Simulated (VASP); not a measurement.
# Cs3KCl4 (Pm) in VASP: single point with PBEsol

Aim: the single point of Cs3KCl4 with PBEsol.

Program: VASP 6.6.1. These are calculated values, not measurements. Logs are shortened: lines on timing, memory, paths and dates and some standing lists are left out, and cuts for length are marked.

## Step 1: The cell of the first run

The typed cell holds 8 atoms: a = 6.733 Å, b = 5.663 Å, c = 9.981 Å, α = 90.00°, β = 90.00°, γ = 90.00°.

## Step 2: Single point, PBEsol

Contents of INCAR:

```
ALGO = Normal
EDIFF = 1E-6
ENCUT = 520
GGA = PS
ISIF = 2
ISMEAR = -1
LASPH = T
LCHARG = T
LELF = T
LREAL = F
LVHAR = T
LWAVE = F
NBANDS = 42
NELM = 100
PREC = Accurate
SIGMA = 0.03
```

Contents of KPOINTS:

```
k-points
0
Gamma
  4 4 4
```

Contents of POSCAR:

```
Cs3KCl4
1.0
    6.7330003951      0.0000000000      0.0015723635
    0.0000000000      5.6633938954      0.0000000000
   -0.0027963975      0.0000000000      9.9812456681
Cs K Cl
3 1 4
Direct
    0.5604274017      0.5000000000      0.1636206056
    0.0604287426      0.5000000000      0.8310519788
    0.0604389518      0.0000000000      0.3402216403
    0.5603642279      0.0000000000      0.6656423859
    0.0606245307      0.0000000000      0.6678654067
    0.0604263784      0.5000000000      0.1646095641
    0.5604425497      0.5000000000      0.8129613605
    0.5604462173      0.0000000000      0.3540280581
```

Potentials or basis: VASP PAW PBE potentials, release 64 (Cs_sv, K_sv, Cl).

Started as:

```sh
$ cat potpaw_PBE.64/Cs_sv/POTCAR potpaw_PBE.64/K_sv/POTCAR potpaw_PBE.64/Cl/POTCAR > POTCAR
$ mpirun -np 1 vasp_std > vasp.out
```

OUTCAR:

```text
EDIFF = 1E-6
   ENCUT = 520
   GGA = PS
   ISIF = 2
   ISMEAR = -1
   LASPH = T
   LREAL = F
   NELM = 100
   PREC = Accurate

 ion  position               nearest neighbor table
   1  0.560  0.500  0.164-
   2  0.060  0.500  0.831-
   3  0.060  0.000  0.340-
   4  0.560  0.000  0.666-   8 3.11   7 3.19   7 3.19
   5  0.061  0.000  0.668-
   6  0.060  0.500  0.165-
   7  0.560  0.500  0.813-   4 3.19   4 3.19
   8  0.560  0.000  0.354-   4 3.11

  LATTYP: Found a simple monoclinic cell.
 ALAT       =     6.7330005787
 B/A-ratio  =     0.8411396716
 C/A-ratio  =     1.4824365368
 COS(beta)  =    -0.0000466343

  Lattice vectors:

 A1 = (   6.7330003951,   0.0000000000,   0.0015723635)
 A2 = (   0.0000000000,   5.6633938954,   0.0000000000)
 A3 = (  -0.0027963975,   0.0000000000,   9.9812456681)

Analysis of symmetry for initial positions (statically):
=====================================================================
 Subroutine PRICEL returns:
 Original cell was already a primitive cell.

 Routine SETGRP: Setting up the symmetry group for a
 simple monoclinic supercell.

 Subroutine GETGRP returns: Found  2 space group operations
 (whereof  2 operations were pure point group operations)
 out of a pool of  4 trial point group operations.

The static configuration has the point symmetry C_1h.

Analysis of symmetry for dynamics (positions and initial velocities):
=====================================================================
 Subroutine PRICEL returns:
 Original cell was already a primitive cell.

 Routine SETGRP: Setting up the symmetry group for a
 simple monoclinic supercell.

 Subroutine GETGRP returns: Found  2 space group operations
 (whereof  2 operations were pure point group operations)
 out of a pool of  4 trial point group operations.

The dynamic configuration has the point symmetry C_1h.

 Subroutine INISYM returns: Found  2 space group operations
 (whereof  2 operations are pure point group operations),
 and found     1 'primitive' translations

----------------------------------------------------------------------------------------

[... 103 lines left out ...]
   NELM   =    100;   NELMIN=  2; NELMDL= -5     # of ELM steps
   EDIFF  = 0.1E-05   stopping-criterion for ELM
   LREAL  =      F    real-space projection
   EDIFFG = 0.1E-04   stopping-criterion for IOM
   NSW    =      0    number of steps for IOM
   IBRION =     -1    ionic relax: 0-MD 1-quasi-New 2-CG
   NFREE  =      0    steps in history (QN), initial steepest desc. (CG)
   ISIF   =      2    stress and relaxation
   ISYM   =      2    0-nonsym 1-usesym 2-fastsym
   POTIM  = 0.5000    time-step for ionic-motion
   TEBEG  =    0.0;   TEEND  =   0.0 temperature during run
   PSTRESS=    0.0 pullay stress
   NELECT =      64.0000    total number of electrons
   NUPDOWN=      -1.0000    fix difference up-down
   EMIN   =  10.00;   EMAX   =-10.00  energy-range for DOS
   EFERMI =   0.00;   METHOD = LEGACY
   ISMEAR =    -1;   SIGMA  =   0.03  broadening in eV -4-tet -1-fermi 0-gaus
   EFERMI_NEDOS =   21; number of points for ismear=-14 and -15
   IALGO  =     38    algorithm
   IMIX   =      4    mixing-type and parameters
     AMIX     =   0.40;   BMIX     =  1.00
     AMIX_MAG =   1.60;   BMIX_MAG =  1.00
  volume/ion in A,a.u.               =      47.58       321.05
  Fermi-wavevector in a.u.,A,eV,Ry     =   0.903604  1.707564 11.109157  0.816500
  Thomas-Fermi vector in A             =   2.026950
   LORBIT       =      0    0 simple, 1 ext, 2 COOP (PROOUT), +10 PAW based schemes
   GGA     = PS    functional components
   LHFCALC =     F    Hartree Fock is set to
   AEXX    =    0.0000 exact exchange contribution
   IVDW    =     0    specifies the selected vdW correction
   LEPSILON=     F    determine dielectric tensor
   LRPA    =     F    only Hartree local field effects (RPA)
 non-spin polarized calculation
  energy-cutoff  :      520.00
  volume of cell :      380.60
 maximum number of plane-waves:     10286
   NGX = 25   NGY = 21   NGZ = 37

 number of electron      64.0000014 magnetization

 Free energy of the ion-electron system (eV)
  ---------------------------------------------------
  ext. energy  EPLUGINS =         0.00000000
  ---------------------------------------------------
  free energy    TOTEN  =       -27.15272112 eV

  energy without entropy =      -27.15272112  energy(sigma->0) =      -27.15272112

 E-fermi :  -1.5335     XC(G=0):  -6.5105

 val. band max:       -2.2246145531   @ k =   0.0000   0.0000   0.0000
 cond. band min:       2.2777991157   @ k =   0.0000   0.0000   0.0000
 fundamental gap:      4.5024136688
 Fermi energy:        -1.5335099952

 k-point     1 :       0.0000    0.0000    0.0000
  band No.  band energies     occupation
      1     -29.9301      2.00000
      2     -21.4055      2.00000
      3     -21.1359      2.00000
      4     -21.0509      2.00000
      5     -14.3584      2.00000
      6     -14.3354      2.00000
[... 1069 lines left out ...]
     41       5.5689      0.00000
     42       5.6926      0.00000

 [... further k-points ...]

------------------------ aborting loop because EDIFF is reached ----------------------------------------

  FORCE on cell =-STRESS in cart. coord.  units (eV):
  Direction    XX          YY          ZZ          XY          YZ          ZX
  --------------------------------------------------------------------------------------
  -------------------------------------------------------------------------------------
  Total        0.0569341      0.0288421      0.0331818      0.0000000      0.0000000      0.0003126
  in kB        0.2396696      0.1214136      0.1396818      0.0000000      0.0000000      0.0013160
  external PRESSURE =       0.1669217 kB  Pullay stress =       0.0000000 kB

 VOLUME and BASIS-vectors are now :
 -----------------------------------------------------------------------------
  energy-cutoff  :      520.00
  volume of cell :      380.60
      direct lattice vectors                 reciprocal lattice vectors
     6.733000395  0.000000000  0.001572363     0.148522186  0.000000000  0.000041611
     0.000000000  5.663393895  0.000000000     0.000000000  0.176572567  0.000000000
    -0.002796398  0.000000000  9.981245668    -0.000023397  0.000000000  0.100187889

 POSITION                                       TOTAL-FORCE (eV/Angst)
 -----------------------------------------------------------------------------------
      3.77290      2.83170      1.63402        -0.000048      0.000000     -0.002096
      0.40454      2.83170      8.29503         0.000064      0.000000      0.001557
      0.40598      0.00000      3.39593         0.000031      0.000000     -0.000779
      3.77107      0.00000      6.64482         0.000139      0.000000     -0.001351
      0.40632      0.00000      6.66622        -0.000302      0.000000      0.001268
      0.40639      2.83170      1.64310         0.000070      0.000000     -0.000737
      3.77119      2.83170      8.11525         0.000003      0.000000     -0.000231
      3.77249      0.00000      3.53452         0.000043      0.000000      0.002369
 -----------------------------------------------------------------------------------
    total drift:                               -0.000429      0.000000     -0.000369

  FREE ENERGIE OF THE ION-ELECTRON SYSTEM (eV)
  ---------------------------------------------------
  free  energy   TOTEN  =       -27.1527211162 eV

  energy  without entropy=      -27.1527211162  energy(sigma->0) =      -27.15272112
```

stdout:

```text
POSCAR found type information on POSCAR CsK Cl
 POSCAR found :  3 types and       8 ions
 scaLAPACK will be used
 -----------------------------------------------------------------------------
|                                                                             |
|                                                                             |
|     You enforced a specific xc type in the INCAR file but a different       |
|     I HOPE YOU KNOW WHAT YOU ARE DOING!                                     |
|                                                                             |
 -----------------------------------------------------------------------------

 LDA part: xc-table for (Slater+PW92), standard interpolation
 POSCAR, INCAR and KPOINTS ok, starting setup
 FFT: planning ... GRIDC
 FFT: planning ... GRID_SOFT
 FFT: planning ... GRID
 WAVECAR not read
 entering main loop
```

It took 13 min on 1 thread of Intel Xeon Platinum 8375C at 2.90GHz (Ice Lake), shared host; peak memory 0.66 GiB.

Results:

* Free energy: -27.1527 eV
* Pressure: 0.0 GPa
* Band gap on the k mesh: 4.50 eV

Forces on the atoms (eV/Å):
```
Cs   0.000  0.000 -0.002
Cs   0.000  0.000  0.002
Cs   0.000  0.000 -0.001
K    0.000  0.000 -0.001
Cl   0.000  0.000  0.001
Cl   0.000  0.000 -0.001
Cl   0.000  0.000  0.000
Cl   0.000  0.000  0.002
```

Caveat: the PAW data sets were made with another functional, which shifts forces and pressure a little; spin-orbit coupling is left out, which moves the levels of the heavy elements. A k mesh can miss the band edges.
